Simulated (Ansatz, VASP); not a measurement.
# TiSi in VASP and in Ansatz

```
Ti Si
1.0
     3.22419    0.00000    0.00000
     0.00000    1.53242    2.06599
     0.00000   -1.53242    2.06599
Ti Si
1 1
Direct
  0.00000 0.05073 0.05073
  0.50000 0.55077 0.55077
```

Change from the starting cell: strain -0.1500 x Voigt [1, 1, 0, 0, 0, 0], atoms carried along.

Alike in both runs: task single point; functional PBEsol; k mesh 16 × 22 × 22; occupations gaussian, width 0.15 eV; no spin polarisation.

|  | VASP | Ansatz |
| --- | --- | --- |
| version | VASP 6.6.1 | Ansatz 0.2.0 |
| potentials or method | VASP PAW PBE potentials, release 64 (Ti_sv, Si), cutoff 520 eV | scalar-relativistic, plane waves, PAW |
| valence electrons in the cell | 16 | 16 |

|  | VASP | Ansatz | Ansatz less VASP |
| --- | --- | --- | --- |
| gap on the k mesh at the Fermi level (eV) | none | none | - |
| pressure (GPa) | 103.5 | 103.8 | +0.29 |
| traceless stress, the component that is largest in VASP (GPa) | -49.04 | -48.96 | +0.081 |

VASP's potentials were made for PBE, not for PBEsol. A gap of «none» marks a metal or a gap that the smearing closes. Both programs put the cell under a high pressure, so it lies far from rest at this level. With one functional, cell and mesh, what is left measures potentials, basis and numerics.

Noted on VASP's run: the cell as given lies far from equilibrium.
